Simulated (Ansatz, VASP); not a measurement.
**CdSe in VASP and in Ansatz**

```
Cd Se
1.0
     4.38259    0.00000    0.00000
    -2.19129    3.79543    0.00000
     0.00000    0.00000    7.15573
Cd Se
2 2
Direct
  0.33333 0.66667 0.00461
  0.66667 0.33333 0.50461
  0.33333 0.66667 0.38039
  0.66667 0.33333 0.88039
```

Alike in both runs: functional PBE; k mesh 10 × 10 × 6; occupations gaussian, width 0.05 eV; no spin polarisation.

Ansatz relaxed the structure, and its values are those at the end. VASP's run is a single point on that final structure, the one shown.

|  | VASP | Ansatz |
| --- | --- | --- |
| version | VASP 6.6.1 | Ansatz 0.2.0 |
| potentials or method | VASP PAW PBE potentials, release 64 (Cd, Se), cutoff 520 eV | scalar-relativistic, plane waves, PAW |
| valence electrons in the cell | 36 | 72 |

```csv
,VASP,Ansatz,Ansatz less VASP
gap on the k mesh at the Fermi level (eV),0.54,0.54,+0.002
least direct gap on the mesh (eV),0.54,0.54,+0.002
pressure (GPa),0.2,0.0,-0.25
```

VASP's potentials hold 36 valence electrons a cell and Ansatz's 72, so a difference there can come from the potentials and not from the codes.
